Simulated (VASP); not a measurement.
Here is a VASP 6.6.1 calculation.

Contents of INCAR:

```
SYSTEM = Ni
ALGO = Normal ; EDIFF = 1E-7
ENCUT = 520 ; GGA = CA
ISIF = 2 ; ISMEAR = -1
ISPIN = 2 ; ISYM = 0
LASPH = .TRUE. ; LCHARG = .FALSE.
LMAXMIX = 4 ; LORBIT = 11
LREAL = .FALSE. ; LWAVE = .FALSE.
MAGMOM = 2 0 ; NBANDS = 21
NELM = 150 ; PREC = Accurate
SIGMA = 0.05
```

KPOINTS

```
k-points
0
G
  7 12 10
  0 0 0
```

The input POSCAR:

```
Ni
1.0
   -1.7725500000     -3.5451000000     -1.7725500000
   -1.7725500000      0.0000000000     -1.7725500000
    1.7725500000      0.0000000000     -1.7725500000
Ni
2
Direct
    0.0000000000      0.0000000000      0.0000000000
    0.5000000000      0.0000000000      0.5000000000
```

Potentials or basis: VASP PAW LDA potentials, release 64 (Ni).

The run is started by

```console
$ cat potpaw_LDA.64/Ni/POTCAR > POTCAR
$ mpirun -np 1 vasp_std > vasp.out
```

(1) Predict the site moments.

(2) Predict the net moment.

(3) What does it give for the pressure?

Results:

(1) Ni +0.62 μB.

(2) 1.22 μB per cell.

(3) -20.4 GPa.

Caveat: the cell stands under tension.
